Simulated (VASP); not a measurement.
A run of VASP 6.6.1 is set up as follows.

The input INCAR:

```
PREC = Accurate
ENCUT = 600
EDIFF = 1E-6
ISMEAR = 0
SIGMA = 0.1
LREAL = False
LASPH = True
NELM = 80
ALGO = Normal
ISIF = 3
LWAVE = False
LCHARG = False
GGA = PE
IBRION = 2
NSW = 90
EDIFFG = -0.04
```

File KPOINTS:

```
Automatic mesh
0
Gamma
  6 6 4
```

POSCAR

```
BeZn2Te3
1.0
    5.7319224800      0.0000000000      0.0000000000
   -2.8659612400      4.9639904800      0.0000000000
    0.0000000000      0.0000000000      4.5504448400
Be Zn Te
1 2 3
Direct
    0.0000000000      0.0000000000      0.0000000000
    0.3333333300      0.6666666700      0.0000000000
    0.6666666700      0.3333333300      0.0000000000
    0.5000000000      0.5000000000      0.5000000000
    0.0000000000      0.5000000000      0.5000000000
    0.5000000000      0.0000000000      0.5000000000
```

Potentials or basis: VASP PAW PBE potentials, release 64 (Be, Zn, Te).

Command:

```console
$ cat potpaw_PBE.64/Be/POTCAR potpaw_PBE.64/Zn/POTCAR potpaw_PBE.64/Te/POTCAR > POTCAR
$ mpirun -np 1 vasp_std > vasp.out
```

Question: What does it give for the space group after relaxing (to 0.1 Å)?

Answer: P6/mmm (No. 191).

Question: What does it give for the relaxed cell?

Answer: a = 6.745 Å, b = 6.745 Å, c = 4.322 Å, α = 90.00°, β = 90.00°, γ = 120.00°.

Question: Predict the relaxed volume.

Answer: 28.38 Å³/atom.

Question: What does it give for the band gap on the k mesh?

Answer: Zero (bands 22 and 23 overlap by 1.36 eV).

Step by step:
```tsv
step	energy change (eV)	largest force (eV/Å)	pressure (GPa)	volume (Å³)
1	0.0000	0.0000	19.28	129.47
2	-2.1386	0.0000	-2.51	184.22
3	-2.2154	0.0000	-0.52	172.46
4	-2.2153	0.0000	-0.70	173.40
5	-2.3699	0.0000	-0.65	172.16
6	-2.5611	0.0000	0.81	167.09
7	-2.5721	0.0000	0.44	167.97
8	-2.5726	0.0000	0.26	168.47
9	-2.5730	0.0000	0.35	168.23
10	-2.5748	0.0000	-0.08	170.28
```

Caveat: the volume moved by over 15 % at a fixed basis, so the end points are rough; spin-orbit coupling is left out, which moves the levels of the heavy elements.
